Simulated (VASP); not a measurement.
# Bi (P6_3/mmc) in VASP: single point with PBE

Aim: the single point of Bi with PBE.

Program: VASP 6.6.1. These are calculated values, not measurements. Logs are shortened: lines on timing, memory, paths and dates and some standing lists are left out, and cuts for length are marked.

## Step 1: The cell of the first run

It takes space group P6_3/mmc (No. 194, hexagonal). Conventional cell: a = 4.628 Å, b = 4.628 Å, c = 12.061 Å, α = 90.00°, β = 90.00°, γ = 120.00°.

## Step 2: Single point, PBE (volume scaled by 1.06)

Input file INCAR:

```
SYSTEM = Bi
PREC = Accurate ; ENCUT = 520
EDIFF = 1E-6 ; ISMEAR = -1
SIGMA = 0.03 ; LREAL = .FALSE.
LASPH = .TRUE. ; NELM = 100
ALGO = Normal ; ISIF = 2
LWAVE = .FALSE. ; LCHARG = .FALSE.
GGA = PE ; NBANDS = 22
```

Input file KPOINTS:

```
regular mesh
0
G
  9 9 3
  0 0 0
```

Input file POSCAR:

```
Bi
1.0
    4.6280229066      0.0000000000      0.0000000000
   -2.3140114533      4.0079854064      0.0000000000
    0.0000000000      0.0000000000     12.0610000764
Bi
2
Direct
    0.3333333333      0.6666666667      0.2500000000
    0.6666666667      0.3333333333      0.7500000000
```

Potentials or basis: VASP PAW PBE potentials, release 64 (Bi_d).

On the command line:

```
$ cat potpaw_PBE.64/Bi_d/POTCAR > POTCAR
$ mpirun -np 1 vasp_std > vasp.out
```

OUTCAR:

```text
SYSTEM = Bi
   PREC = Accurate
   ENCUT = 520
   EDIFF = 1E-6
   ISMEAR = -1
   LREAL = .FALSE.
   LASPH = .TRUE.
   NELM = 100
   ISIF = 2
   GGA = PE

 ion  position               nearest neighbor table
   1  0.333  0.667  0.250-
   2  0.667  0.333  0.750-

  LATTYP: Found a hexagonal cell.
 ALAT       =     4.6280229066
 C/A-ratio  =     2.6060804624

  Lattice vectors:

 A1 = (   4.6280229066,   0.0000000000,   0.0000000000)
 A2 = (  -2.3140114533,   4.0079854064,   0.0000000000)
 A3 = (   0.0000000000,   0.0000000000,  12.0610000764)

Analysis of symmetry for initial positions (statically):
=====================================================================
 Subroutine PRICEL returns:
 Original cell was already a primitive cell.

 Routine SETGRP: Setting up the symmetry group for a
 hexagonal supercell.

 Subroutine GETGRP returns: Found 24 space group operations
 (whereof 12 operations were pure point group operations)
 out of a pool of 24 trial point group operations.

The static configuration has the point symmetry D_3d.
 The point group associated with its full space group is D_6h.

Analysis of symmetry for dynamics (positions and initial velocities):
=====================================================================
 Subroutine PRICEL returns:
 Original cell was already a primitive cell.

 Routine SETGRP: Setting up the symmetry group for a
 hexagonal supercell.

 Subroutine GETGRP returns: Found 24 space group operations
 (whereof 12 operations were pure point group operations)
 out of a pool of 24 trial point group operations.

The dynamic configuration has the point symmetry D_3d.
 The point group associated with its full space group is D_6h.

 Subroutine INISYM returns: Found 24 space group operations
 (whereof 12 operations are pure point group operations),
 and found     1 'primitive' translations

----------------------------------------------------------------------------------------

                                     Primitive cell

  volume of cell :     223.7201

  direct lattice vectors                    reciprocal lattice vectors
     4.628022907  0.000000000  0.000000000     0.216074989  0.124750953  0.000000000
[... 77 lines left out ...]
   ISTART =      0    job   : 0-new  1-cont  2-samecut
   ICHARG =      2    charge: 1-file 2-atom 10-const
   ISPIN  =      1    spin polarized calculation?
   LNONCOLLINEAR =      F non collinear calculations
   LSORBIT =      F    spin-orbit coupling
   LASPH  =      T    aspherical Exc in radial PAW
   ENCUT  =  520.0 eV  38.22 Ry    6.18 a.u.   8.61  8.61 22.43*2*pi/ulx,y,z
   NELM   =    100;   NELMIN=  2; NELMDL= -5     # of ELM steps
   EDIFF  = 0.1E-05   stopping-criterion for ELM
   LREAL  =      F    real-space projection
   EDIFFG = 0.1E-04   stopping-criterion for IOM
   NSW    =      0    number of steps for IOM
   IBRION =     -1    ionic relax: 0-MD 1-quasi-New 2-CG
   NFREE  =      0    steps in history (QN), initial steepest desc. (CG)
   ISIF   =      2    stress and relaxation
   ISYM   =      2    0-nonsym 1-usesym 2-fastsym
   POTIM  = 0.5000    time-step for ionic-motion
   TEBEG  =    0.0;   TEEND  =   0.0 temperature during run
   PSTRESS=    0.0 pullay stress
   NELECT =      30.0000    total number of electrons
   NUPDOWN=      -1.0000    fix difference up-down
   EMIN   =  10.00;   EMAX   =-10.00  energy-range for DOS
   EFERMI =   0.00;   METHOD = LEGACY
   ISMEAR =    -1;   SIGMA  =   0.03  broadening in eV -4-tet -1-fermi 0-gaus
   EFERMI_NEDOS =   21; number of points for ismear=-14 and -15
   IALGO  =     38    algorithm
   IMIX   =      4    mixing-type and parameters
     AMIX     =   0.40;   BMIX     =  1.00
     AMIX_MAG =   1.60;   BMIX_MAG =  1.00
  volume/ion in A,a.u.               =     111.86       754.87
  Fermi-wavevector in a.u.,A,eV,Ry     =   0.837941  1.583479  9.553271  0.702146
  Thomas-Fermi vector in A             =   1.951914
   LORBIT       =      0    0 simple, 1 ext, 2 COOP (PROOUT), +10 PAW based schemes
   GGA     = PE    functional components
   LHFCALC =     F    Hartree Fock is set to
   AEXX    =    0.0000 exact exchange contribution
   IVDW    =     0    specifies the selected vdW correction
   LEPSILON=     F    determine dielectric tensor
   LRPA    =     F    only Hartree local field effects (RPA)
 non-spin polarized calculation
  energy-cutoff  :      520.00
  volume of cell :      223.72
 maximum number of plane-waves:      6052
 NGX is ok and might be reduce to    36
   NGX = 17   NGY = 17   NGZ = 45

 number of electron      30.0000012 magnetization

 Free energy of the ion-electron system (eV)
  ---------------------------------------------------
  ext. energy  EPLUGINS =         0.00000000
  ---------------------------------------------------
  free energy    TOTEN  =        -2.97532567 eV

  energy without entropy =       -2.95059971  energy(sigma->0) =       -2.96296269

 E-fermi :  -1.2618     XC(G=0):  -5.1380

 val. band max:       -1.2629524160   @ k =   0.3333  -0.0000   0.3333
 cond. band min:      -1.2598176561   @ k =   0.3333   0.1111   0.3333
 fundamental gap:      0.0031347599
 Fermi energy:        -1.2618233180

 k-point     1 :       0.0000    0.0000    0.0000
  band No.  band energies     occupation
      1     -24.0790      2.00000
      2     -24.0789      2.00000
      3     -24.0763      2.00000
      4     -24.0763      2.00000
      5     -24.0763      2.00000
      6     -24.0763      2.00000
[... 589 lines left out ...]
     21       4.2937      0.00000
     22       4.7946      0.00000

------------------------ aborting loop because EDIFF is reached ----------------------------------------

  FORCE on cell =-STRESS in cart. coord.  units (eV):
  Direction    XX          YY          ZZ          XY          YZ          ZX
  --------------------------------------------------------------------------------------
  -------------------------------------------------------------------------------------
  Total       -6.0512889     -6.0512889     -0.3983989      0.0000000      0.0000000      0.0000000
  in kB      -43.3364682    -43.3364682     -2.8531445      0.0000000      0.0000000      0.0000000
  external PRESSURE =     -29.8420270 kB  Pullay stress =       0.0000000 kB

 VOLUME and BASIS-vectors are now :
 -----------------------------------------------------------------------------
  energy-cutoff  :      520.00
  volume of cell :      223.72
      direct lattice vectors                 reciprocal lattice vectors
     4.628022907  0.000000000  0.000000000     0.216074989  0.124750953  0.000000000
    -2.314011453  4.007985406  0.000000000     0.000000000  0.249501906  0.000000000
     0.000000000  0.000000000 12.061000076     0.000000000  0.000000000  0.082911864

 POSITION                                       TOTAL-FORCE (eV/Angst)
 -----------------------------------------------------------------------------------
     -0.00000      2.67199      3.01525        -0.000000      0.000000      0.000000
      2.31401      1.33600      9.04575         0.000000     -0.000000      0.000000
 -----------------------------------------------------------------------------------
    total drift:                                0.000000     -0.000000      0.000000

  FREE ENERGIE OF THE ION-ELECTRON SYSTEM (eV)
  ---------------------------------------------------
  free  energy   TOTEN  =        -2.9753256695 eV

  energy  without entropy=       -2.9505997069  energy(sigma->0) =       -2.96296269
```

OSZICAR:

```text
N       E                     dE             d eps       ncg     rms          rms(c)
DAV:   1     0.257161442675E+03    0.25716E+03   -0.14232E+04  1160   0.116E+03
DAV:   2     0.164685894897E+02   -0.24069E+03   -0.23701E+03  1176   0.310E+02
DAV:   3    -0.235188248616E+01   -0.18820E+02   -0.18648E+02  1266   0.114E+02
DAV:   4    -0.296021254043E+01   -0.60833E+00   -0.60699E+00  1302   0.226E+01
DAV:   5    -0.298332441690E+01   -0.23112E-01   -0.23111E-01  1520   0.409E+00    0.762E-01
DAV:   6    -0.297144955750E+01    0.11875E-01   -0.34109E-02  1254   0.137E+00    0.486E-01
DAV:   7    -0.297363608066E+01   -0.21865E-02   -0.38925E-02  1188   0.117E+00    0.125E-01
DAV:   8    -0.297492886192E+01   -0.12928E-02   -0.28288E-03  1146   0.626E-01    0.526E-02
DAV:   9    -0.297523534917E+01   -0.30649E-03   -0.23635E-04  1264   0.778E-02    0.230E-02
DAV:  10    -0.297531919327E+01   -0.83844E-04   -0.86366E-05  1122   0.395E-02    0.319E-03
DAV:  11    -0.297532563251E+01   -0.64392E-05   -0.73903E-06   996   0.178E-02    0.148E-03
DAV:  12    -0.297532566946E+01   -0.36943E-07   -0.99034E-07   898   0.979E-03
   1 F= -.29753257E+01 E0= -.29629627E+01  d E =-.247260E-01
```

stdout:

```text
POSCAR found type information on POSCAR Bi
 POSCAR found :  1 types and       2 ions
 scaLAPACK will be used
 LDA part: xc-table for (Slater+PW92), standard interpolation
 POSCAR, INCAR and KPOINTS ok, starting setup
 FFT: planning ... GRIDC
 FFT: planning ... GRID_SOFT
 FFT: planning ... GRID
 WAVECAR not read
 entering main loop
```

Wall time 72 s (1 thread of Intel Xeon 6975P-C, shared host); peak memory 0.37 GiB.

What came out:

| Quantity | Value |
| --- | --- |
| Free energy | -2.9753 eV |
| Pressure | -3.0 GPa |
| Band gap on the k mesh | zero (band 15 reaches 0.03 eV, above the bottom of band 16 at -1.90 eV) |

Stress tensor (GPa, compression positive):
```
-4.33  0.00  0.00
 0.00 -4.33  0.00
 0.00  0.00 -0.29
```

Levels at points of the mesh, in eV from the Fermi level:
| k point | band 11 | band 12 | band 13 | band 14 | band 15 | band 16 | band 17 | band 18 | band 19 | band 20 |
| --- | --- | --- | --- | --- | --- | --- | --- | --- | --- | --- |
| (0.00, 0.00, 0.00) | -10.26 | -10.25 | -0.75 | -0.31 | 1.29 | 1.29 | 1.30 | 1.30 | 3.03 | 4.40 |

Caveat: spin-orbit coupling is left out, which moves the levels of the heavy elements.
